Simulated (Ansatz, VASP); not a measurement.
Two plane-wave programs on PbSe

File INCAR:

```
SYSTEM = PbSe
ALGO     = Normal         ! electronic algorithm
EDIFF    = 1E-7           ! SCF threshold, eV
EDIFFG   = -0.01          ! ionic threshold
ENCUT    = 600            ! plane-wave cutoff, eV
GGA      = CA             ! functional
IBRION   = 2              ! ionic algorithm
ISIF     = 3              ! what is computed and relaxed
ISMEAR   = -1             ! smearing method
LASPH    = .True.         ! aspherical terms in the spheres
LCHARG   = .False.        ! write CHGCAR
LREAL    = .False.        ! projectors in reciprocal space
LWAVE    = .False.        ! write WAVECAR
NELM     = 100            ! most SCF steps
NSW      = 60             ! ionic steps
PREC     = Accurate       ! precision mode
SIGMA    = 0.05           ! smearing width, eV
```

File KPOINTS:

```
k-points
0
Gamma
  7 7 7
  0 0 0
```

Contents of POSCAR:

```
PbSe
1.0
    3.7843220000      0.0000000000      0.0000000000
    0.0000000000      3.7843220000      0.0000000000
    0.0000000000      0.0000000000      3.7843220000
Pb Se
1 1
Direct
    0.0000000000      0.0000000000      0.0000000000
    0.5000000000      0.5000000000      0.5000000000
```

input.yaml

```yaml
crystal:
  lattice:
    - [3.784322, 0.0, 0.0]
    - [0.0, 3.784322, 0.0]
    - [0.0, 0.0, 3.784322]
  atoms:
    - { symbol: Pb, position: [0.0, 0.0, 0.0] }
    - { symbol: Se, position: [0.5, 0.5, 0.5] }
hamiltonian:
  xc: lda
  pseudopotentials: { kind: paw }
kpoints:
  mp_grid: { grid: [7, 7, 7] }
scf:
  occupations: { method: fermi_dirac, width: 0.05 }
output:
  forces: true
  stress: true
  eigenvalues: true
relax:
  f_tol: 0.01
  max_steps: 40
  cell: { stress_tol: 0.05 }
```

Alike in both runs: task relaxation of cell and atoms; functional LDA; k mesh 7 × 7 × 7; occupations fermi-dirac, width 0.05 eV; no spin polarisation.

|  | VASP | Ansatz |
| --- | --- | --- |
| version | VASP 6.6.1 | Ansatz 0.2.0 |
| potentials or method | VASP PAW LDA potentials, release 64 (Pb_d, Se) | Ansatz PAW |
| plane-wave cutoff (eV) | 600 | 420 |
| valence electrons in the cell | 20 | 30 |

Ansatz gave:

* gap on the k mesh at the Fermi level, each at its own relaxed structure (eV): none
* relaxed volume (Å³/atom): 24.68
* relaxed cell length with the largest relative difference (Å): 3.668

Question: Which values does VASP return?

Answer: gap on the k mesh at the Fermi level, each at its own relaxed structure (eV): none; relaxed volume (Å³/atom): 24.74; relaxed cell length with the largest relative difference (Å): 3.671.

LDA's correlation is that of Perdew and Zunger in VASP and of Perdew and Wang (1992) in Ansatz. A gap of «none» marks a metal or a gap that the smearing closes. VASP's potentials hold 20 valence electrons a cell and Ansatz's 30, so a difference there can come from the potentials and not from the codes.

Spin-orbit coupling is off throughout. Noted on Ansatz's run: the plane-wave basis is chosen anew once the cell has moved, so the energies of steps on either side of that aren't comparable.
